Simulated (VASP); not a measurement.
Input of a VASP 6.6.1 run:

Contents of INCAR:

```
ALGO = Normal ; EDIFF = 1E-7
ENCUT = 520 ; GGA = PE
ISIF = 2 ; ISMEAR = 0
ISPIN = 2 ; LASPH = T
LCHARG = T ; LDAU = T
LDAUJ = 0 0 ; LDAUL = 2 -1
LDAUPRINT = 1 ; LDAUTYPE = 2
LDAUU = 4 0 ; LELF = T
LMAXMIX = 4 ; LORBIT = 11
LREAL = F ; LVHAR = T
LWAVE = F ; MAGMOM = 2 0 0
NBANDS = 24 ; NELM = 150
PREC = Accurate ; SIGMA = 0.05
```

KPOINTS

```
k-points
0
Gamma
  7 7 7
```

The input POSCAR:

```
WS2
1.0
    1.5790001700      0.9116361700      6.1633291500
   -1.5790001700      0.9116361700      6.1633291500
    0.0000000000     -1.8232723400      6.1633291500
W S
1 2
Direct
    0.0000000000      0.0000000000      0.0000000000
    0.7503000000      0.7503000000      0.7503000000
    0.5810000000      0.5810000000      0.5810000000
```

Potentials or basis: VASP PAW PBE potentials, release 64 (W_sv, S).

Run with:

```sh
$ cat potpaw_PBE.64/W_sv/POTCAR potpaw_PBE.64/S/POTCAR > POTCAR
$ mpirun -np 1 vasp_std > vasp.out
```

Problem. What does it give for the band gap on the k mesh?

Solution. 1.16 eV (least direct gap 2.35 eV).

Problem. What does it give for the net moment?

Solution. 0.00 μB per cell.

Stress tensor (GPa, compression positive):
```
7.69 0.00 0.00
0.00 7.69 0.00
0.00 0.00 8.54
```

Caveat: the cell stands under pressure; spin-orbit coupling is left out, which moves the levels of the heavy elements; an odd mesh through Γ misses points on the zone boundary, where band edges can lie.
